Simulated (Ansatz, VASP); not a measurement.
## ZrS: VASP beside Ansatz

Contents of INCAR:

```
SYSTEM = ZrS
PREC = Accurate
ENCUT = 520
EDIFF = 1E-6
ISMEAR = 0
SIGMA = 0.15
LREAL = .FALSE.
LASPH = .TRUE.
NELM = 80
ALGO = Normal
ISIF = 2
LWAVE = .FALSE.
LCHARG = .FALSE.
GGA = PS
NBANDS = 16
```

KPOINTS

```
regular mesh
0
G
  16 16 16
  0 0 0
```

File POSCAR:

```
ZrS
1.0
    0.0000000000      2.7300000000      2.6250000000
    2.7300000000      0.0000000000      2.6250000000
    2.7300000000      2.7300000000      0.0000000000
Zr S
1 1
Direct
    0.0000000000      0.0000000000      0.0000000000
    0.5000000000      0.5000000000      0.5000000000
```

Input for Ansatz:

```yaml
crystal:
  lattice:
    - [0.0, 2.73, 2.625]
    - [2.73, 0.0, 2.625]
    - [2.73, 2.73, 0.0]
  atoms:
    - { symbol: Zr, position: [0.0, 0.0, 0.0] }
    - { symbol: S, position: [0.5, 0.5, 0.5] }
basis:
  ecutwfc: 420
kpoints:
  mp_grid: { grid: [16, 16, 16] }
hamiltonian:
  xc: pbesol
scf:
  occupations: { method: gaussian, width: 0.15 }
output:
  forces: true
  stress: true
  eigenvalues: true
```

Change from the starting cell: strain +0.040 along x and y, +0.000 along z, atoms carried along.

Alike in both runs: task single point; functional PBEsol; k mesh 16 × 16 × 16; occupations gaussian, width 0.15 eV; no spin polarisation.

|  | VASP | Ansatz |
| --- | --- | --- |
| version | VASP 6.6.1 | Ansatz 0.2.0 |
| potentials or method | VASP PAW PBE potentials, release 64 (Zr_sv, S), cutoff 520 eV | scalar-relativistic, plane waves, PAW |
| valence electrons in the cell | 18 | 18 |

Ansatz gave:

* gap on the k mesh at the Fermi level (eV): none
* pressure (GPa): -13.7
* traceless stress, the component that is largest in VASP (GPa): 4.39

Task: What did VASP give for the same quantities?

Result: gap on the k mesh at the Fermi level (eV): none; pressure (GPa): -13.5; traceless stress, the component that is largest in VASP (GPa): 4.44.

VASP's potentials were made for PBE, not for PBEsol. A gap of «none» marks a metal or a gap that the smearing closes. The functional is the same, so the differences come from potentials, cutoffs and numerics.
